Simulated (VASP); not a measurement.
# SnTe (Fm-3m) in VASP: a series of runs

Aim: see how the results for SnTe move with the level of theory and the settings. Levels: PBE, RPBE+D3(BJ). Tasks: single point.

All numbers are computed with VASP 6.6.1; they aren't measurements. Logs are shortened: lines on timing, memory, paths and dates and some standing lists are left out, and cuts for length are marked.

## 1. The cell of the first run

It takes space group Fm-3m (No. 225, cubic). The conventional cell has a = 6.302 Å, b = 6.302 Å, c = 6.302 Å, α = 90.00°, β = 90.00°, γ = 90.00°. Te (site symmetry m-3m) has 6 Sn at 3.15 Å within 4.1 Å. Within 4.1 Å of Sn (site symmetry m-3m) lie 6 Te at 3.15 Å.

## 2. Single point, PBE

INCAR reads:

```
PREC     = Accurate       # precision mode
ENCUT    = 520            # plane-wave cutoff, eV
EDIFF    = 1E-6           # SCF threshold, eV
ISMEAR   = -1             # smearing method
SIGMA    = 0.05           # smearing width, eV
LREAL    = False          # projectors in reciprocal space
LASPH    = True           # aspherical terms in the spheres
NELM     = 80             # most SCF steps
ALGO     = Normal         # electronic algorithm
ISIF     = 2              # what is computed and relaxed
LWAVE    = False          # write WAVECAR
LCHARG   = False          # write CHGCAR
GGA      = PE             # functional
NBANDS   = 17             # bands
```

KPOINTS reads:

```
Automatic mesh
0
Gamma
  3 3 3
```

POSCAR reads:

```
SnTe
1.0
    0.0000000000      3.1508500000      3.1508500000
    3.1508500000      0.0000000000      3.1508500000
    3.1508500000      3.1508500000      0.0000000000
Te Sn
1 1
Direct
    0.5000000000      0.5000000000      0.5000000000
    0.0000000000      0.0000000000      0.0000000000
```

Potentials or basis: VASP PAW PBE potentials, release 64 (Te, Sn_d).

Run with:

```bash
> cat potpaw_PBE.64/Te/POTCAR potpaw_PBE.64/Sn_d/POTCAR > POTCAR
> mpirun -np 1 vasp_std > vasp.out
```

OUTCAR:

```text
PREC = Accurate
   ENCUT = 520
   EDIFF = 1E-6
   ISMEAR = -1
   LREAL = False
   LASPH = True
   NELM = 80
   ISIF = 2
   GGA = PE

 ion  position               nearest neighbor table
   1  0.500  0.500  0.500-   2 3.15   2 3.15   2 3.15   2 3.15   2 3.15   2 3.15
   2  0.000  0.000  0.000-   1 3.15   1 3.15   1 3.15   1 3.15   1 3.15   1 3.15

  LATTYP: Found a face centered cubic cell.
 ALAT       =     6.3017000000

  Lattice vectors:

 A1 = (   0.0000000000,   3.1508500000,   3.1508500000)
 A2 = (   3.1508500000,   0.0000000000,   3.1508500000)
 A3 = (   3.1508500000,   3.1508500000,   0.0000000000)

Analysis of symmetry for initial positions (statically):
[... 33 lines left out ...]
                                     Primitive cell

  volume of cell :      62.5624

  direct lattice vectors                    reciprocal lattice vectors
     0.000000000  3.150850000  3.150850000    -0.158687338  0.158687338  0.158687338
     3.150850000  0.000000000  3.150850000     0.158687338 -0.158687338  0.158687338
     3.150850000  3.150850000  0.000000000     0.158687338  0.158687338 -0.158687338

  length of vectors
     4.455974803  4.455974803  4.455974803     0.274854533  0.274854533  0.274854533

  position of ions in fractional coordinates (direct lattice)
     0.500000000  0.500000000  0.500000000
     0.000000000  0.000000000  0.000000000

  ion indices of the primitive-cell ions
   primitive index   ion index
                 1           1
                 2           2

----------------------------------------------------------------------------------------

 KPOINTS: Automatic mesh

Automatic generation of k-mesh.
 Grid dimensions read from file:
 generate k-points for:    3    3    3

 Generating k-lattice:

  Cartesian coordinates                     Fractional coordinates (reciprocal lattice)
    -0.052895779  0.052895779  0.052895779     0.333333333  0.000000000  0.000000000
     0.052895779 -0.052895779  0.052895779     0.000000000  0.333333333  0.000000000
     0.052895779  0.052895779 -0.052895779     0.000000000  0.000000000  0.333333333

  Length of vectors
     0.091618178  0.091618178  0.091618178

  Shift w.r.t. Gamma in fractional coordinates (k-lattice)
     0.000000000  0.000000000  0.000000000

 Subroutine IBZKPT returns following result:
 ===========================================

 Found      4 irreducible k-points:

 Following reciprocal coordinates:
            Coordinates               Weight
  0.000000  0.000000  0.000000      1.000000
  0.333333  0.000000  0.000000      8.000000
  0.333333  0.333333  0.000000      6.000000
 -0.333333  0.333333  0.000000     12.000000
   k-points           NKPTS =      4   k-points in BZ     NKDIM =      4   number of bands    NBANDS=     17
   number of dos      NEDOS =    301   number of ions     NIONS =      2
   total plane-waves  NPLWV =  46656
   dimension x,y,z NGX =    36 NGY =   36 NGZ =   36
   dimension x,y,z NGXF=    72 NGYF=   72 NGZF=   72
   ions per type =               1   1
   NGX,Y,Z   is equivalent  to a cutoff of  13.43, 13.43, 13.43 a.u.
   NGXF,Y,Z  is equivalent  to a cutoff of  26.86, 26.86, 26.86 a.u.
 SYSTEM =  unknown system
   PREC   = accura    normal or accurate (medium, high low for compatibility)
   ISTART =      0    job   : 0-new  1-cont  2-samecut
   ICHARG =      2    charge: 1-file 2-atom 10-const
   ISPIN  =      1    spin polarized calculation?
   LNONCOLLINEAR =      F non collinear calculations
   LSORBIT =      F    spin-orbit coupling
   LASPH  =      T    aspherical Exc in radial PAW
   ENCUT  =  520.0 eV  38.22 Ry    6.18 a.u.   8.29  8.29  8.29*2*pi/ulx,y,z
   NELM   =     80;   NELMIN=  2; NELMDL= -5     # of ELM steps
   EDIFF  = 0.1E-05   stopping-criterion for ELM
   LREAL  =      F    real-space projection
   EDIFFG = 0.1E-04   stopping-criterion for IOM
   NSW    =      0    number of steps for IOM
   IBRION =     -1    ionic relax: 0-MD 1-quasi-New 2-CG
   NFREE  =      0    steps in history (QN), initial steepest desc. (CG)
   ISIF   =      2    stress and relaxation
   ISYM   =      2    0-nonsym 1-usesym 2-fastsym
   POTIM  = 0.5000    time-step for ionic-motion
   TEBEG  =    0.0;   TEEND  =   0.0 temperature during run
   PSTRESS=    0.0 pullay stress
   NELECT =      20.0000    total number of electrons
   NUPDOWN=      -1.0000    fix difference up-down
   EMIN   =  10.00;   EMAX   =-10.00  energy-range for DOS
   EFERMI =   0.00;   METHOD = LEGACY
   ISMEAR =    -1;   SIGMA  =   0.05  broadening in eV -4-tet -1-fermi 0-gaus
   EFERMI_NEDOS =   21; number of points for ismear=-14 and -15
   IALGO  =     38    algorithm
   IMIX   =      4    mixing-type and parameters
     AMIX     =   0.40;   BMIX     =  1.00
     AMIX_MAG =   1.60;   BMIX_MAG =  1.00
  volume/ion in A,a.u.               =      31.28       211.10
  Fermi-wavevector in a.u.,A,eV,Ry     =   1.119387  2.115336 17.048485  1.253028
  Thomas-Fermi vector in A             =   2.256026
   LORBIT       =      0    0 simple, 1 ext, 2 COOP (PROOUT), +10 PAW based schemes
   GGA     = PE    functional components
   LHFCALC =     F    Hartree Fock is set to
   AEXX    =    0.0000 exact exchange contribution
   IVDW    =     0    specifies the selected vdW correction
   LEPSILON=     F    determine dielectric tensor
   LRPA    =     F    only Hartree local field effects (RPA)
 non-spin polarized calculation
  energy-cutoff  :      520.00
  volume of cell :       62.56
 maximum number of plane-waves:      1700
 NGX is ok and might be reduce to    36
   NGX = 17   NGY = 17   NGZ = 17

 number of electron      19.9999998 magnetization

 Free energy of the ion-electron system (eV)
  ---------------------------------------------------
  ext. energy  EPLUGINS =         0.00000000
  ---------------------------------------------------
  free energy    TOTEN  =        -7.63297910 eV

  energy without entropy =       -7.63297883  energy(sigma->0) =       -7.63297896

 E-fermi :   7.1006     XC(G=0):  -9.5082

 val. band max:        6.3456784033   @ k =   0.3333   0.0000   0.0000
 cond. band min:       7.8976450225   @ k =   0.3333   0.0000   0.0000
 fundamental gap:      1.5519666192
 Fermi energy:         7.1005747129

 k-point     1 :       0.0000    0.0000    0.0000
  band No.  band energies     occupation
      1     -14.9776      2.00000
      2     -14.9776      2.00000
      3     -14.9704      2.00000
      4     -14.9704      2.00000
      5     -14.9704      2.00000
      6      -5.8612      2.00000
[... 9 lines left out ...]
     16      11.6955      0.00000
     17      13.7626      0.00000

 k-point     2 :       0.3333    0.0000    0.0000
  band No.  band energies     occupation
      1     -14.9813      2.00000
      2     -14.9813      2.00000
      3     -14.9692      2.00000
      4     -14.9654      2.00000
      5     -14.9654      2.00000
      6      -5.0279      2.00000
[... 9 lines left out ...]
     16      13.7763      0.00000
     17      17.6429      0.00000

 k-point     3 :       0.3333    0.3333    0.0000
  band No.  band energies     occupation
      1     -14.9901      2.00000
      2     -14.9741      2.00000
      3     -14.9733      2.00000
      4     -14.9624      2.00000
      5     -14.9624      2.00000
      6      -4.7866      2.00000
[... 9 lines left out ...]
     16      15.9361      0.00000
     17      16.1936      0.00000

 k-point     4 :      -0.3333    0.3333    0.0000
  band No.  band energies     occupation
      1     -14.9879      2.00000
      2     -14.9786      2.00000
      3     -14.9683      2.00000
      4     -14.9641      2.00000
      5     -14.9622      2.00000
      6      -4.2980      2.00000
[... 9 lines left out ...]
     16      14.5921      0.00000
     17      16.9025      0.00000

------------------------ aborting loop because EDIFF is reached ----------------------------------------

  FORCE on cell =-STRESS in cart. coord.  units (eV):
  Direction    XX          YY          ZZ          XY          YZ          ZX
  --------------------------------------------------------------------------------------
  -------------------------------------------------------------------------------------
  Total        0.8745917      0.8745917      0.8745917      0.0000000      0.0000000     -0.0000000
  in kB       22.3976654     22.3976654     22.3976654      0.0000000      0.0000000     -0.0000000
  external PRESSURE =      22.3976654 kB  Pullay stress =       0.0000000 kB

 VOLUME and BASIS-vectors are now :
 -----------------------------------------------------------------------------
  energy-cutoff  :      520.00
  volume of cell :       62.56
      direct lattice vectors                 reciprocal lattice vectors
     0.000000000  3.150850000  3.150850000    -0.158687338  0.158687338  0.158687338
     3.150850000  0.000000000  3.150850000     0.158687338 -0.158687338  0.158687338
     3.150850000  3.150850000  0.000000000     0.158687338  0.158687338 -0.158687338

 POSITION                                       TOTAL-FORCE (eV/Angst)
 -----------------------------------------------------------------------------------
      3.15085      3.15085      3.15085         0.000000     -0.000000     -0.000000
      0.00000      0.00000      0.00000        -0.000000      0.000000      0.000000
 -----------------------------------------------------------------------------------
    total drift:                               -0.000000      0.000000      0.000000

  FREE ENERGIE OF THE ION-ELECTRON SYSTEM (eV)
  ---------------------------------------------------
  free  energy   TOTEN  =        -7.6329791003 eV

  energy  without entropy=       -7.6329788275  energy(sigma->0) =       -7.63297896
```

It took 8.3 s on 1 thread of AMD EPYC 7R43 (Zen 3), shared host; peak memory 0.16 GiB.

What came out:

```
Free energy : -7.6330 eV
Pressure    : 2.2 GPa
```

Caveat: the k points lie up to 0.58 Å⁻¹ apart; this odd mesh misses L, where the gap lies, so gap, dielectric constants and Born charges aren't listed; spin-orbit coupling is left out, which moves the levels of the heavy elements.

## 3. Single point, RPBE+D3(BJ)

This run uses another cell than the first one, of 25.31 Å³/atom, 0.809 times its volume.

INCAR reads:

```
ALGO     = Normal         # electronic algorithm
EDIFF    = 1E-7           # SCF threshold, eV
ENCUT    = 520            # plane-wave cutoff, eV
GGA      = RP             # functional
ISIF     = 2              # what is computed and relaxed
ISMEAR   = -1             # smearing method
IVDW     = 12             # dispersion correction
LASPH    = True           # aspherical terms in the spheres
LCHARG   = False          # write CHGCAR
LREAL    = False          # projectors in reciprocal space
LWAVE    = False          # write WAVECAR
NBANDS   = 17             # bands
NELM     = 60             # most SCF steps
PREC     = Accurate       # precision mode
SIGMA    = 0.05           # smearing width, eV
```

KPOINTS reads:

```
k-points
0
Gamma
  7 7 7
```

POSCAR reads:

```
SnTe
1.0
    0.0000000000      2.9361521575      2.9361521575
    2.9361521575      0.0000000000      2.9361521575
    2.9361521575      2.9361521575      0.0000000000
Te Sn
1 1
Direct
    0.5000000000      0.5000000000      0.5000000000
    0.0000000000      0.0000000000      0.0000000000
```

Potentials or basis: VASP PAW PBE potentials, release 64 (Te, Sn_d).

Run with:

```bash
> cat potpaw_PBE.64/Te/POTCAR potpaw_PBE.64/Sn_d/POTCAR > POTCAR
> mpirun -np 1 vasp_std > vasp.out
```

OUTCAR:

```text
EDIFF = 1E-7
   ENCUT = 520
   GGA = RP
   ISIF = 2
   ISMEAR = -1
   IVDW = 12
   LASPH = True
   LREAL = False
   NELM = 60
   PREC = Accurate
 IVDW          = 12

 ion  position               nearest neighbor table
   1  0.500  0.500  0.500-   2 2.94   2 2.94   2 2.94   2 2.94   2 2.94   2 2.94
   2  0.000  0.000  0.000-   1 2.94   1 2.94   1 2.94   1 2.94   1 2.94   1 2.94

  LATTYP: Found a face centered cubic cell.
 ALAT       =     5.8723043150

  Lattice vectors:

 A1 = (   0.0000000000,   2.9361521575,   2.9361521575)
 A2 = (   2.9361521575,   0.0000000000,   2.9361521575)
 A3 = (   2.9361521575,   2.9361521575,   0.0000000000)

Analysis of symmetry for initial positions (statically):
[... 33 lines left out ...]
                                     Primitive cell

  volume of cell :      50.6251

  direct lattice vectors                    reciprocal lattice vectors
     0.000000000  2.936152158  2.936152158    -0.170290902  0.170290902  0.170290902
     2.936152158  0.000000000  2.936152158     0.170290902 -0.170290902  0.170290902
     2.936152158  2.936152158  0.000000000     0.170290902  0.170290902 -0.170290902

[... 121 lines left out ...]
  free energy    TOTEN  =        -6.01738052 eV

  energy without entropy =       -6.01457123  energy(sigma->0) =       -6.01597588

 E-fermi :  10.0106     XC(G=0): -10.4051

 val. band max:        9.8925963567   @ k =  -0.1429   0.1429   0.0000
 cond. band min:      10.1307522423   @ k =   0.4286   0.0000   0.0000
 fundamental gap:      0.2381558856
 Fermi energy:        10.0105651838

 k-point     1 :       0.0000    0.0000    0.0000
  band No.  band energies     occupation
      1     -12.1811      2.00000
      2     -12.1811      2.00000
      3     -12.1609      2.00000
      4     -12.1609      2.00000
      5     -12.1609      2.00000
      6      -4.5837      2.00000
[... 377 lines left out ...]
      4     -12.1493      2.00000
      5     -12.1358      2.00000
      6      -2.0435      2.00000
[... 9 lines left out ...]
     16      20.0714      0.00000
     17      21.1881      0.00000

------------------------ aborting loop because EDIFF is reached ----------------------------------------

 Edisp (eV)   -4.85886

 E8    (eV) :    -3.2699

  FORCE on cell =-STRESS in cart. coord.  units (eV):
  Direction    XX          YY          ZZ          XY          YZ          ZX
  --------------------------------------------------------------------------------------
  -------------------------------------------------------------------------------------
  Total      -0.00830    -0.00830    -0.00830     0.00000     0.00000    -0.00000
  in kB      -0.26259    -0.26259    -0.26259     0.00000     0.00000    -0.00000
  external pressure =       -0.26 kB  Pullay stress =        0.00 kB

 VOLUME and BASIS-vectors are now :
 -----------------------------------------------------------------------------
  energy-cutoff  :      520.00
  volume of cell :       50.63
      direct lattice vectors                 reciprocal lattice vectors
     0.000000000  2.936152158  2.936152158    -0.170290902  0.170290902  0.170290902
     2.936152158  0.000000000  2.936152158     0.170290902 -0.170290902  0.170290902
     2.936152158  2.936152158  0.000000000     0.170290902  0.170290902 -0.170290902

 POSITION                                       TOTAL-FORCE (eV/Angst)
 -----------------------------------------------------------------------------------
      2.93615      2.93615      2.93615        -0.000000     -0.000000     -0.000000
      0.00000      0.00000      0.00000         0.000000      0.000000      0.000000
 -----------------------------------------------------------------------------------
    total drift:                                0.000000     -0.000000     -0.000000

  FREE ENERGIE OF THE ION-ELECTRON SYSTEM (eV)
  ---------------------------------------------------
  free  energy   TOTEN  =       -10.8762428043 eV

  energy  without entropy=      -10.8734335081  energy(sigma->0) =      -10.87483816
```

Wall time 16 s (1 thread of AMD EPYC 7R43 (Zen 3), shared host); peak memory 0.16 GiB.

What came out:

```
Free energy                : -10.8762 eV
Pressure                   : 0.0 GPa
Dispersion energy per atom : -2.429 eV
```

Levels at points of the mesh, in eV from the Fermi level:
```csv
k point,band 6,band 7,band 8,band 9,band 10,band 11,band 12,band 13,band 14,band 15
"(0.00, 0.00, 0.00)",-14.59,-3.59,-2.77,-2.77,-2.77,3.80,3.80,3.80,4.30,4.30
```

Caveat: this odd mesh misses L, where the gap lies, so gap, dielectric constants and Born charges aren't listed; the PAW data sets were made with another functional, which shifts forces and pressure a little; spin-orbit coupling is left out, which moves the levels of the heavy elements.
